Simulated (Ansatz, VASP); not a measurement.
# Two plane-wave programs on BP

INCAR

```
  ALGO = Normal
  EDIFF = 1E-6
  ENCUT = 520
  GGA = PE
  ISIF = 2
  ISMEAR = 0
  LASPH = True
  LCHARG = False
  LREAL = False
  LWAVE = False
  NBANDS = 11
  NELM = 60
  PREC = Accurate
  SIGMA = 0.05
```

The input KPOINTS:

```
k-points
0
Gamma
  12 12 12
```

File POSCAR:

```
BP
1.0
    0.0000000000      1.9821540745      2.9732311117
    1.9821540745      0.0000000000      2.9732311117
    1.9821540745      1.9821540745      0.0000000000
B P
1 1
Direct
    0.0000000000      0.0000000000      0.0000000000
    0.7500000000      0.7500000000      0.7500000000
```

Input for Ansatz:

```yaml
crystal:
  lattice:
    - [0.0, 1.9821540745, 2.9732311117]
    - [1.9821540745, 0.0, 2.9732311117]
    - [1.9821540745, 1.9821540745, 0.0]
  atoms:
    - { symbol: B, position: [0.0, 0.0, 0.0] }
    - { symbol: P, position: [0.75, 0.75, 0.75] }
basis:
  ecutwfc: 420
kpoints:
  mp_grid: { grid: [12, 12, 12] }
hamiltonian:
  xc: pbe
scf:
  occupations: { method: gaussian, width: 0.05 }
output:
  forces: true
  stress: true
  eigenvalues: true
```

Alike in both runs: task single point; functional PBE; k mesh 12 × 12 × 12; occupations gaussian, width 0.05 eV; no spin polarisation.

|  | VASP | Ansatz |
| --- | --- | --- |
| version | VASP 6.6.1 | Ansatz 0.2.0 |
| potentials or method | VASP PAW PBE potentials, release 64 (B, P), cutoff 520 eV | scalar-relativistic, plane waves, PAW |
| valence electrons in the cell | 8 | 8 |

|  | VASP | Ansatz | Ansatz less VASP |
| --- | --- | --- | --- |
| gap on the k mesh at the Fermi level (eV) | none | none | - |
| pressure (GPa) | -3.5 | -3.3 | +0.19 |
| traceless stress, the component that is largest in VASP (GPa) | -49.60 | -49.57 | +0.030 |

A gap of «none» marks a metal or a gap that the smearing closes.
